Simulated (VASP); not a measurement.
Input of a VASP 6.6.1 run:

File INCAR:

```
PREC = Accurate ; ENCUT = 520
EDIFF = 1E-6 ; ISMEAR = 0
SIGMA = 0.05 ; LREAL = False
LASPH = True ; NELM = 60
ALGO = Normal ; ISIF = 2
LWAVE = False ; LCHARG = False
GGA = PE ; IVDW = 12
NBANDS = 15
```

KPOINTS

```
regular mesh
0
Gamma
  6 6 6
```

POSCAR

```
BaTe
1.0
    0.0000000000      3.4848841931      3.4848841931
    3.4848841931      0.0000000000      3.4848841931
    3.4848841931      3.4848841931      0.0000000000
Ba Te
1 1
Direct
    0.5000000000      0.5000000000      0.5000000000
    0.0000000000      0.0000000000      0.0000000000
```

Potentials or basis: VASP PAW PBE potentials, release 64 (Ba_sv, Te).

Run with:

```console
$ cat potpaw_PBE.64/Ba_sv/POTCAR potpaw_PBE.64/Te/POTCAR > POTCAR
$ mpirun -np 1 vasp_std > vasp.out
```

**Question.** Estimate the dispersion energy per atom.

**Answer.** -0.316 eV.

**Question.** Predict the band gap on the k mesh.

**Answer.** 1.49 eV (least direct gap 1.87 eV).

Caveat: spin-orbit coupling is left out, which moves the levels of the heavy elements. A k mesh can miss the band edges.
